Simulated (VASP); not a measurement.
Here is a VASP 6.6.1 calculation.

File INCAR:

```
SYSTEM = C
PREC     = Accurate       ! precision mode
ENCUT    = 1300           ! plane-wave cutoff, eV
EDIFF    = 1E-6           ! SCF threshold, eV
ISMEAR   = 0              ! smearing method
SIGMA    = 0.05           ! smearing width, eV
LREAL    = .False.        ! projectors in reciprocal space
LASPH    = .True.         ! aspherical terms in the spheres
NELM     = 120            ! most SCF steps
ALGO     = Normal         ! electronic algorithm
ISIF     = 2              ! what is computed and relaxed
LWAVE    = .False.        ! write WAVECAR
LCHARG   = .False.        ! write CHGCAR
GGA      = CA             ! functional
NBANDS   = 26             ! bands
GGA_COMPAT= .False.
```

The input KPOINTS:

```
regular mesh
0
Gamma
  12 12 4
  0 0 0
```

Contents of POSCAR:

```
C
1.0
    2.5186290723      0.0000000000      0.0000000000
   -1.2593145361      2.1811967593      0.0000000000
    0.0000000000      0.0000000000      8.0228736867
C
8
Direct
    0.0000000000      0.0000000000      0.1002408971
    0.0000000000      0.0000000000      0.6002408971
    0.0000000000      0.0000000000      0.3997591029
    0.0000000000      0.0000000000      0.8997591029
    0.3333333333      0.6666666667      0.1498652280
    0.6666666667      0.3333333333      0.6498652280
    0.3333333333      0.6666666667      0.3501347720
    0.6666666667      0.3333333333      0.8501347720
```

Potentials or basis: VASP PAW LDA potentials, release 64 (C_h).

The run is started by

```console
$ cat potpaw_LDA.64/C_h/POTCAR > POTCAR
$ mpirun -np 1 vasp_std > vasp.out
```

What does it give for the band gap on the k mesh?

2.35 eV (least direct gap 3.23 eV).

Estimate the pressure.

3.5 GPa.

Stress tensor (GPa, compression positive):
```
-9.26  0.00  0.00
 0.00 -9.26  0.00
 0.00  0.00 28.97
```

Caveat: the cell differs from its parent crystal (atoms displaced along a vibrational mode, the cell strained); the stress differs along the axes, from -9 to 29 GPa; forces of over 1 eV/Å act on the atoms, so gaps and moduli don't describe the material at rest. A k mesh can miss the band edges.
